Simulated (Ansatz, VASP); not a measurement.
Two plane-wave programs on MgF2

```
Mg F
1.0
     4.62202    0.00000    0.00000
     0.00000    4.62202    0.00000
     0.00000    0.00000    3.04611
Mg F
2 4
Direct
  0.00000 0.00000 0.00000
  0.50000 0.50000 0.50000
  0.30295 0.30295 0.00000
  0.19705 0.80295 0.50000
  0.69705 0.69705 0.00000
  0.80295 0.19705 0.50000
```

Alike in both runs: task single point; functional r2SCAN; k mesh 6 × 6 × 8; no spin polarisation.

|  | VASP | Ansatz |
| --- | --- | --- |
| version | VASP 6.6.1 | Ansatz 0.2.0 |
| potentials or method | VASP PAW PBE potentials, release 64 (Mg, F) | plane waves, PAW |
| plane-wave cutoff (eV) | 660 | 500 |
| occupations | gaussian, width 0.01 eV | fixed |
| valence electrons in the cell | 32 | 48 |

|  | VASP | Ansatz | Ansatz less VASP |
| --- | --- | --- | --- |
| gap on the k mesh at the Fermi level (eV) | 8.03 | 8.07 | +0.037 |
| pressure (GPa) | -1.5 | 0.0 | +1.46 |
| traceless stress, the component that is largest in VASP (GPa) | -0.09 | 0.00 | +0.092 |
| rms of the force components (eV/Å) | 0.003 | 0.000 | -0.0032 |

VASP's potentials were made for PBE, not for r2SCAN. Atom by atom the forces differ by 0.003 eV/Å (rms over components). VASP's potentials hold 32 valence electrons a cell and Ansatz's 48, so a difference there can come from the potentials and not from the codes.
